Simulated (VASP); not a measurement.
Runs of VASP 6.6.1 on PrOs2C. The structure is that of space group P6/mmm (No. 191), or close to it. The cells are those of the table. The cell was generated, and may not be a known phase.

```tsv
task	spin	cell	k mesh	gap on the mesh (eV)	pressure (GPa)	relaxed volume (Å³/atom)
single point	collinear	a = 4.151, b = 4.151, c = 4.994 Å, angles 90.0, 90.0, 120.0°, 4 atoms	6 × 6 × 4	none	0.1	-
single point	off	a = 4.024, b = 4.024, c = 6.276 Å, angles 90.0, 90.0, 120.0°, 4 atoms	6 × 6 × 4	none	(a)	-
relaxation of cell and atoms	off	relaxed from a = 4.151, b = 4.151, c = 4.994 Å, angles 90.0, 90.0, 120.0°, 4 atoms	12 × 12 × 10	none	0.0	18.67
single point	off	a = 4.151, b = 4.151, c = 4.994 Å, angles 90.0, 90.0, 120.0°, 4 atoms	6 × 6 × 4	none	0.1	-
relaxation of cell and atoms	off	relaxed from a = 4.024, b = 4.024, c = 6.276 Å, angles 90.0, 90.0, 120.0°, 4 atoms	6 × 6 × 4	none	0.0	18.65
```

Alike in all rows: level PBE; potentials or basis VASP PAW PBE potentials, release 64 (Pr_3, Os, C), 4f in core; cutoff (eV) 600; smearing gaussian 0.1 eV.

Task: Estimate the missing entries.

Result: (a) -1.3.

Caveats: spin-orbit coupling is left out, which moves the levels of the heavy elements; the 4f electrons are frozen in the core, so they carry no moment and show no levels; the magnetic or orbital state may not be the lowest (at least some runs); the moments typed at the start vanished in this run (at least some runs); the stress differs along the axes, from -22 to 9 GPa (at least some runs); the volume moved by over 15 % at a fixed basis, so the end points are rough (at least some runs).

A k mesh can miss the band edges, and the runs leave out spin-orbit coupling on Os, Pr.

A gap of «none» marks levels without a gap at the run's occupations.
